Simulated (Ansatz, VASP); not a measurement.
**Cs in VASP and in Ansatz**

```
Cs
1.0
     0.00000    3.80811    3.80811
     3.80811    0.00000    3.80811
     3.80811    3.80811    0.00000
Cs
1
Direct
  0.00000 0.00000 0.00000
```

Alike in both runs: task relaxation of cell and atoms; functional revPBE; k mesh 7 × 7 × 7; occupations fermi-dirac, width 0.1 eV; no spin polarisation.

|  | VASP | Ansatz |
| --- | --- | --- |
| version | VASP 6.6.1 | Ansatz 0.2.0 |
| potentials or method | VASP PAW PBE potentials, release 64 (Cs_sv), cutoff 600 eV | plane waves (420 eV) with PAW, scalar-relativistic |
| valence electrons in the cell | 9 | 9 |

|  | VASP | Ansatz | Ansatz less VASP |
| --- | --- | --- | --- |
| relaxed volume (Å³/atom) | 128.49 | 128.75 | +0.252 |
| relaxed cell length with the largest relative difference (Å) | 5.664 | 5.668 | +0.0037 |

VASP's potentials were made for PBE, not for revPBE.

Neither program's run includes spin-orbit coupling. Noted on VASP's run: the volume moved by over 15 % at a fixed basis, so the end points are rough.
